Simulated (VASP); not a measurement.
The system is Y.

```
Y
1.0
     0.00000    3.50000    3.50000
     3.50000    0.00000    3.50000
     3.50000    3.50000    0.00000
Y
2
Cartesian
  0.0000 0.0000 0.0000
  1.7500 1.7500 1.7500
```

This isn't the form of Y at room conditions, which is hcp.

| Item | Value |
| --- | --- |
| Program | VASP 6.6.1 |
| Task | relaxation of cell and atoms |
| Functional | PBE |
| Potentials or basis | VASP PAW PBE potentials, release 64 (Y_sv) |
| Cutoff | 600 eV |
| k mesh | 4 × 4 × 4 |
| Occupations | fermi-dirac, width 0.05 eV |
| Spin | no spin polarisation |

At the start: pressure 0.1 GPa; volume 42.88 Å³/atom.

Q: Where does the relaxation end?

A: Over 7 steps the energy falls by 7.0 meV/atom and the volume is 46.56 Å³/atom (+8.6 %); space group Fd-3m (No. 227, to 0.1 Å) before and after.

The path:
```
step  energy change (eV)  largest force (eV/Å)  pressure (GPa)  volume (Å³)
   1              0.0000                0.0000            0.13        85.75
   2             -0.0005                0.0000            0.21        86.19
   3             -0.0029                0.0000            0.37        87.51
   4             -0.0103                0.0000            0.39        90.20
   5             -0.0100                0.0000           -0.46        95.75
   6             -0.0139                0.0000            0.07        92.65
   7             -0.0140                0.0000           -0.02        93.12
```

Final structure:
```cif
data_structure
_symmetry_space_group_name_H-M 'P 1'
_symmetry_Int_Tables_number 1
_cell_length_a 5.0877
_cell_length_b 5.0877
_cell_length_c 5.0877
_cell_angle_alpha 60.000
_cell_angle_beta 60.000
_cell_angle_gamma 60.000
_cell_volume 93.12
loop_
_atom_site_label
_atom_site_type_symbol
_atom_site_fract_x
_atom_site_fract_y
_atom_site_fract_z
_atom_site_occupancy
Y1 Y 0.00000 0.00000 0.00000 1
Y2 Y 0.25000 0.25000 0.25000 1
```

Caveat: the k points lie up to 0.38 Å⁻¹ apart in the final cell, too coarse for converged energies and pressures of a metal.
